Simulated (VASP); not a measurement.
Here is a VASP 6.6.1 calculation.

File INCAR:

```
  ALGO = Normal
  EDIFF = 1E-7
  ENCUT = 520
  GGA = PS
  ISIF = 2
  ISMEAR = -1
  LASPH = T
  LCHARG = F
  LREAL = F
  LWAVE = F
  NBANDS = 20
  NELM = 100
  PREC = Accurate
  SIGMA = 0.1
```

File KPOINTS:

```
k-points
0
Gamma
  12 12 12
```

The input POSCAR:

```
PdRh
1.0
    1.3414090688      0.7744628926      4.3720260793
   -1.3414090688      0.7744628926      4.3720260793
    0.0000000000     -1.5489257755      4.3720260793
Pd Rh
1 1
Direct
    0.0000000000      0.0000000000      0.0000000000
    0.5000000000      0.5000000000      0.5000000000
```

Potentials or basis: VASP PAW PBE potentials, release 64 (Pd, Rh_pv).

The run is started by

```console
$ cat potpaw_PBE.64/Pd/POTCAR potpaw_PBE.64/Rh_pv/POTCAR > POTCAR
$ mpirun -np 1 vasp_std > vasp.out
```

**Question.** What does it give for the pressure?

**Answer.** 7.5 GPa.

Stress tensor (GPa, compression positive):
```
7.77 0.00 0.00
0.00 7.77 0.00
0.00 0.00 7.08
```

Caveat: the PAW data sets were made with another functional, which shifts forces and pressure a little.
